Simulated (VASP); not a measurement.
# GeSb4Te4 (Cm) in VASP: single point with PBEsol

Aim: the single point of GeSb4Te4 with PBEsol.

All numbers are computed with VASP 6.6.1; they aren't measurements. Logs are shortened: lines on timing, memory, paths and dates and some standing lists are left out, and cuts for length are marked.

## 1. The cell of the first run

It takes space group Cm (No. 8, monoclinic). Conventional cell: a = 7.390 Å, b = 4.267 Å, c = 17.007 Å, α = 90.00°, β = 90.00°, γ = 90.00°. Ge (site symmetry m) has 6 Te at 2.96 Å within 3.9 Å. Sb (site symmetry m) has 3 Sb at 2.92 Å and 3 Te at 3.46 to 3.58 Å within 3.8 Å. Sb (site symmetry m) has 3 Sb at 2.92 Å and 3 Te at 3.44 Å within 3.8 Å. Sb (site symmetry m) has 6 Te at 2.85 to 3.15 Å within 3.8 Å. Within 3.9 Å of Sb (site symmetry m) lie 6 Te at 3.00 to 3.15 Å. Te (site symmetry m) has 3 Ge at 2.96 Å and 3 Sb at 3.15 Å within 3.9 Å. Within 3.9 Å of Te (site symmetry m) lie 3 Ge at 2.96 Å and 3 Sb at 3.15 Å. Within 3.8 Å of Te (site symmetry m) lie 6 Sb at 2.85 to 3.58 Å.

## 2. Single point, PBEsol (atom 8 (Te) moved +0.150 Å towards its neighbour atom 4 (Sb) at 2.999 Å)

Contents of INCAR:

```
  PREC = Accurate
  ENCUT = 520
  EDIFF = 1E-6
  ISMEAR = 0
  SIGMA = 0.15
  LREAL = F
  LASPH = T
  NELM = 100
  ALGO = Fast
  ISIF = 2
  LWAVE = F
  LCHARG = F
  GGA = PS
  NBANDS = 39
```

Contents of KPOINTS:

```
regular mesh
0
Gamma
  12 12 4
```

Contents of POSCAR:

```
GeSb4Te4
1.0
    4.2666098041      0.0000000000      0.0000000000
   -2.1333049020      3.6949924784      0.0000000000
    0.0000000000      0.0000000000     17.0067078253
Ge Sb Te
1 4 4
Direct
    0.0000000000      0.0000000000      0.0000000000
    0.3333333333      0.6666666667      0.5458633004
    0.6666666667      0.3333333333      0.4541366996
    0.6666666667      0.3333333333      0.7873570019
    0.3333333333      0.6666666667      0.2126429981
    0.3333333333      0.6666666667      0.9032211210
    0.6666666667      0.3333333333      0.0967788790
   -0.0166705456     -0.0333410912      0.6917762043
    0.0000000000      0.0000000000      0.3132555964
```

Potentials or basis: VASP PAW PBE potentials, release 64 (Ge_d, Sb, Te).

The run is started by

```console
$ cat potpaw_PBE.64/Ge_d/POTCAR potpaw_PBE.64/Sb/POTCAR potpaw_PBE.64/Te/POTCAR > POTCAR
$ mpirun -np 1 vasp_std > vasp.out
```

OUTCAR:

```text
PREC = Accurate
   ENCUT = 520
   EDIFF = 1E-6
   ISMEAR = 0
   LREAL = F
   LASPH = T
   NELM = 100
   ISIF = 2
   GGA = PS

 ion  position               nearest neighbor table
   1  0.000  0.000  0.000-   6 2.96   7 2.96   6 2.96   7 2.96   7 2.96   6 2.96
   2  0.333  0.667  0.546-   3 2.92   3 2.92   3 2.92   8 3.46   8 3.46   8 3.58
   3  0.667  0.333  0.454-   2 2.92   2 2.92   2 2.92   9 3.44   9 3.44   9 3.44
   4  0.667  0.333  0.787-   8 2.85   8 3.00   8 3.00   6 3.15   6 3.15   6 3.15
   5  0.333  0.667  0.213-   9 3.00   9 3.00   9 3.00   7 3.15   7 3.15   7 3.15
   6  0.333  0.667  0.903-   1 2.96   1 2.96   1 2.96   4 3.15   4 3.15   4 3.15
   7  0.667  0.333  0.097-   1 2.96   1 2.96   1 2.96   5 3.15   5 3.15   5 3.15
   8  0.983  0.967  0.692-   4 2.85   4 3.00   4 3.00   2 3.46   2 3.46   2 3.58
   9  0.000  0.000  0.313-   5 3.00   5 3.00   5 3.00   3 3.44   3 3.44   3 3.44

  LATTYP: Found a hexagonal cell.
 ALAT       =     4.2666098041
 C/A-ratio  =     3.9860002686

  Lattice vectors:

 A1 = (   4.2666098041,   0.0000000000,   0.0000000000)
 A2 = (  -2.1333049020,   3.6949924784,   0.0000000000)
 A3 = (   0.0000000000,   0.0000000000,  17.0067078253)

Analysis of symmetry for initial positions (statically):
=====================================================================
 Subroutine PRICEL returns:
 Original cell was already a primitive cell.

 Routine SETGRP: Setting up the symmetry group for a
 hexagonal supercell.

 Subroutine GETGRP returns: Found  2 space group operations
 (whereof  2 operations were pure point group operations)
 out of a pool of 24 trial point group operations.

The static configuration has the point symmetry C_1h.

Analysis of symmetry for dynamics (positions and initial velocities):
=====================================================================
 Subroutine PRICEL returns:
 Original cell was already a primitive cell.

 Routine SETGRP: Setting up the symmetry group for a
 hexagonal supercell.

 Subroutine GETGRP returns: Found  2 space group operations
 (whereof  2 operations were pure point group operations)
 out of a pool of 24 trial point group operations.

The dynamic configuration has the point symmetry C_1h.

 Subroutine INISYM returns: Found  2 space group operations
 (whereof  2 operations are pure point group operations),
 and found     1 'primitive' translations

----------------------------------------------------------------------------------------

                                     Primitive cell

  volume of cell :     268.1123

  direct lattice vectors                    reciprocal lattice vectors
     4.266609804  0.000000000  0.000000000     0.234378124  0.135318273  0.000000000
    -2.133304902  3.694992478  0.000000000     0.000000000  0.270636545  0.000000000
     0.000000000  0.000000000 17.006707825     0.000000000  0.000000000  0.058800328

  length of vectors
     4.266609804  4.266609804 17.006707825     0.270636545  0.270636545  0.058800328

  position of ions in fractional coordinates (direct lattice)
     0.000000000  0.000000000  0.000000000
     0.333333333  0.666666667  0.545863300
     0.666666667  0.333333333  0.454136700
     0.666666667  0.333333333  0.787357002
     0.333333333  0.666666667  0.212642998
     0.333333333  0.666666667  0.903221121
     0.666666667  0.333333333  0.096778879
     0.983329454  0.966658909  0.691776204
     0.000000000  0.000000000  0.313255596

  ion indices of the primitive-cell ions
   primitive index   ion index
                 1           1
                 2           2
                 3           3
                 4           4
                 5           5
                 6           6
                 7           7
                 8           8
                 9           9

----------------------------------------------------------------------------------------

 KPOINTS: regular mesh

Automatic generation of k-mesh.
 Grid dimensions read from file:
 generate k-points for:   12   12    4

 Generating k-lattice:

  Cartesian coordinates                     Fractional coordinates (reciprocal lattice)
     0.019531510  0.011276523  0.000000000     0.083333333 -0.000000000  0.000000000
     0.000000000  0.022553045  0.000000000     0.000000000  0.083333333  0.000000000
     0.000000000  0.000000000  0.014700082     0.000000000  0.000000000  0.250000000

  Length of vectors
     0.022553045  0.022553045  0.014700082

  Shift w.r.t. Gamma in fractional coordinates (k-lattice)
     0.000000000  0.000000000  0.000000000

 Subroutine IBZKPT returns following result:
 ===========================================

 Found    164 irreducible k-points:

 Following reciprocal coordinates:
            Coordinates               Weight
  0.000000  0.000000  0.000000      1.000000
  0.083333 -0.000000  0.000000      4.000000
  0.000000  0.083333  0.000000      2.000000
  0.166667  0.000000  0.000000      4.000000
  0.000000  0.166667  0.000000      2.000000
  0.250000 -0.000000  0.000000      4.000000
[... 16 lines left out ...]
 -0.083333  0.416667  0.000000      4.000000
 -0.416667  0.333333  0.000000      4.000000
 [... further k-points ...]
   k-points           NKPTS =    164   k-points in BZ     NKDIM =    164   number of bands    NBANDS=     39
   number of dos      NEDOS =    301   number of ions     NIONS =      9
   total plane-waves  NPLWV = 129024
   dimension x,y,z NGX =    32 NGY =   32 NGZ =  126
   dimension x,y,z NGXF=    64 NGYF=   64 NGZF=  252
   ions per type =               1   4   4
   NGX,Y,Z   is equivalent  to a cutoff of  12.47, 12.47, 12.32 a.u.
   NGXF,Y,Z  is equivalent  to a cutoff of  24.94, 24.94, 24.63 a.u.
 SYSTEM =  unknown system
   PREC   = accura    normal or accurate (medium, high low for compatibility)
   ISTART =      0    job   : 0-new  1-cont  2-samecut
   ICHARG =      2    charge: 1-file 2-atom 10-const
   ISPIN  =      1    spin polarized calculation?
   LNONCOLLINEAR =      F non collinear calculations
   LSORBIT =      F    spin-orbit coupling
   LASPH  =      T    aspherical Exc in radial PAW
   ENCUT  =  520.0 eV  38.22 Ry    6.18 a.u.   7.93  7.93 31.62*2*pi/ulx,y,z
   NELM   =    100;   NELMIN=  2; NELMDL= -5     # of ELM steps
   EDIFF  = 0.1E-05   stopping-criterion for ELM
   LREAL  =      F    real-space projection
   EDIFFG = 0.1E-04   stopping-criterion for IOM
   NSW    =      0    number of steps for IOM
   IBRION =     -1    ionic relax: 0-MD 1-quasi-New 2-CG
   NFREE  =      0    steps in history (QN), initial steepest desc. (CG)
   ISIF   =      2    stress and relaxation
   ISYM   =      2    0-nonsym 1-usesym 2-fastsym
   POTIM  = 0.5000    time-step for ionic-motion
   TEBEG  =    0.0;   TEEND  =   0.0 temperature during run
   PSTRESS=    0.0 pullay stress
   NELECT =      58.0000    total number of electrons
   NUPDOWN=      -1.0000    fix difference up-down
   EMIN   =  10.00;   EMAX   =-10.00  energy-range for DOS
   EFERMI =   0.00;   METHOD = LEGACY
   ISMEAR =     0;   SIGMA  =   0.15  broadening in eV -4-tet -1-fermi 0-gaus
   EFERMI_NEDOS =   21; number of points for ismear=-14 and -15
   IALGO  =     68    algorithm
   IMIX   =      4    mixing-type and parameters
     AMIX     =   0.40;   BMIX     =  1.00
     AMIX_MAG =   1.60;   BMIX_MAG =  1.00
  volume/ion in A,a.u.               =      29.79       201.03
  Fermi-wavevector in a.u.,A,eV,Ry     =   0.982755  1.857138 13.140607  0.965807
  Thomas-Fermi vector in A             =   2.113861
   LORBIT       =      0    0 simple, 1 ext, 2 COOP (PROOUT), +10 PAW based schemes
   GGA     = PS    functional components
   LHFCALC =     F    Hartree Fock is set to
   AEXX    =    0.0000 exact exchange contribution
   IVDW    =     0    specifies the selected vdW correction
   LEPSILON=     F    determine dielectric tensor
   LRPA    =     F    only Hartree local field effects (RPA)
 non-spin polarized calculation
 RMM-DIIS sequential band-by-band and
 Gauss-broadening in eV      SIGMA  =   0.15
  energy-cutoff  :      520.00
  volume of cell :      268.11
 maximum number of plane-waves:      7266
   NGX = 15   NGY = 15   NGZ = 63

 number of electron      58.0000003 magnetization

 Free energy of the ion-electron system (eV)
  ---------------------------------------------------
  ext. energy  EPLUGINS =         0.00000000
  ---------------------------------------------------
  free energy    TOTEN  =       -37.98409435 eV

  energy without entropy =      -37.97611582  energy(sigma->0) =      -37.98010508

 E-fermi :   6.9143     XC(G=0):  -9.7057

 val. band max:        6.9052703694   @ k =   0.0000   0.0833   0.5000
 cond. band min:       6.9174915904   @ k =   0.1667   0.0000   0.0000
 fundamental gap:      0.0122212210
 Fermi energy:         6.9143360055

 k-point     1 :       0.0000    0.0000    0.0000
  band No.  band energies     occupation
      1     -18.0349      2.00000
      2     -18.0338      2.00000
      3     -18.0284      2.00000
      4     -18.0265      2.00000
      5     -18.0260      2.00000
      6      -6.6829      2.00000
[... 31 lines left out ...]
     38       8.4811      0.00000
     39       9.0948      0.00000

 k-point     2 :       0.0833   -0.0000    0.0000
  band No.  band energies     occupation
      1     -18.0349      2.00000
      2     -18.0339      2.00000
      3     -18.0284      2.00000
      4     -18.0265      2.00000
      5     -18.0259      2.00000
      6      -6.6193      2.00000
[... 913 lines left out ...]
     38       9.9747      0.00000
     39      10.2788      0.00000

 k-point    24 :      -0.4167    0.3333    0.0000
  band No.  band energies     occupation
      1     -18.0364      2.00000
      2     -18.0341      2.00000
      3     -18.0278      2.00000
      4     -18.0262      2.00000
      5     -18.0245      2.00000
      6      -5.4723      2.00000
[... 31 lines left out ...]
     38       9.9836      0.00000
     39      10.3849      0.00000

 [... further k-points ...]

------------------------ aborting loop because EDIFF is reached ----------------------------------------

  FORCE on cell =-STRESS in cart. coord.  units (eV):
  Direction    XX          YY          ZZ          XY          YZ          ZX
  --------------------------------------------------------------------------------------
  -------------------------------------------------------------------------------------
  Total        0.2825355      1.0688961      0.8991240      0.0000000     -0.8750420     -0.0000000
  in kB        1.6883668      6.3874770      5.3729577      0.0000000     -5.2290495     -0.0000000
  external PRESSURE =       4.4829338 kB  Pullay stress =       0.0000000 kB

 VOLUME and BASIS-vectors are now :
 -----------------------------------------------------------------------------
  energy-cutoff  :      520.00
  volume of cell :      268.11
      direct lattice vectors                 reciprocal lattice vectors
     4.266609804  0.000000000  0.000000000     0.234378124  0.135318273  0.000000000
    -2.133304902  3.694992478  0.000000000     0.000000000  0.270636545  0.000000000
     0.000000000  0.000000000 17.006707825     0.000000000  0.000000000  0.058800328

 POSITION                                       TOTAL-FORCE (eV/Angst)
 -----------------------------------------------------------------------------------
      0.00000      0.00000      0.00000         0.000000      0.062837     -0.043077
     -0.00000      2.46333      9.28334        -0.000000     -0.022448      0.071358
      2.13330      1.23166      7.72337        -0.000000     -0.040808     -0.031960
      2.13330      1.23166     13.39035        -0.000000     -0.357466      0.485275
     -0.00000      2.46333      3.61636         0.000000      0.017605     -0.051901
     -0.00000      2.46333     15.36082        -0.000000     -0.126731      0.057880
      2.13330      1.23166      1.64589        -0.000000     -0.056801      0.047589
      2.13330      3.57180     11.76484         0.000000      0.529237     -0.582334
      0.00000      0.00000      5.32745        -0.000000     -0.005425      0.047170
 -----------------------------------------------------------------------------------
    total drift:                                0.000000      0.000071      0.000048

  FREE ENERGIE OF THE ION-ELECTRON SYSTEM (eV)
  ---------------------------------------------------
  free  energy   TOTEN  =       -37.9840943510 eV

  energy  without entropy=      -37.9761158154  energy(sigma->0) =      -37.98010508
```

Run time: 35 min. Hardware: 1 thread of Oxide Virtual Turin-like, shared host; peak memory 1.4 GiB.

Results:

| Item | Value |
| --- | --- |
| Free energy | -37.9841 eV |
| Pressure | 0.4 GPa |
| Largest force | 0.787 eV/Å |
| Band gap on the k mesh | zero (bands 29 and 30 overlap by 0.07 eV) |

Forces on the atoms (eV/Å):
```
Ge   0.000  0.063 -0.043
Sb   0.000 -0.022  0.071
Sb   0.000 -0.041 -0.032
Sb   0.000 -0.357  0.485
Sb   0.000  0.018 -0.052
Te   0.000 -0.127  0.058
Te   0.000 -0.057  0.048
Te   0.000  0.529 -0.582
Te   0.000 -0.005  0.047
```

Caveat: the cell differs from its parent crystal (atom 8 (Te) moved +0.150 Å towards its neighbour atom 4 (Sb) at 2.999 Å); the PAW data sets were made with another functional, which shifts forces and pressure a little; spin-orbit coupling is left out, which moves the levels of the heavy elements.
